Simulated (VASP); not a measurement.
Hf, 2 atoms in the cell. Symmetry: P6_3/mmc, No. 194, hexagonal system. Conventional cell: a = 3.197 Å, b = 3.197 Å, c = 5.058 Å, α = 90.00°, β = 90.00°, γ = 120.00°. Within 4.1 Å of Hf (site symmetry -6m2) lie 12 Hf at 3.13 to 3.20 Å. 

* Program: VASP 6.6.1
* Task: relaxation of cell and atoms
* Functional: PBEsol
* Potentials or basis: VASP PAW PBE potentials, release 64 (Hf_pv)
* Cutoff: 600 eV
* k mesh: 10 × 10 × 5
* Occupations: fermi-dirac, width 0.05 eV
* Spin: no spin polarisation
* Target pressure: 5 GPa
* Dipole correction: no
* Further INCAR settings: ALGO = Normal; EDIFF = 1e-06; IBRION = 2; EDIFFG = -0.01; NSW = 60; ISIF = 3

Potentials or basis: VASP PAW PBE potentials, release 64 (Hf_pv).

Launch:

```console
$ cat potpaw_PBE.64/Hf_pv/POTCAR > POTCAR
$ mpirun -np 1 vasp_std > vasp.out
```

Hardware: 1 thread of Intel(R) Xeon(R) Platinum 8488C (Sapphire Rapids), on a shared host.

Problem. Estimate the wall time of this run.

Solution. It took 110 s on 1 thread of Intel(R) Xeon(R) Platinum 8488C (Sapphire Rapids), with other jobs on the host, peak memory 0.2 GiB. Counts: scf iterations 48, k points 42, ion steps 7.
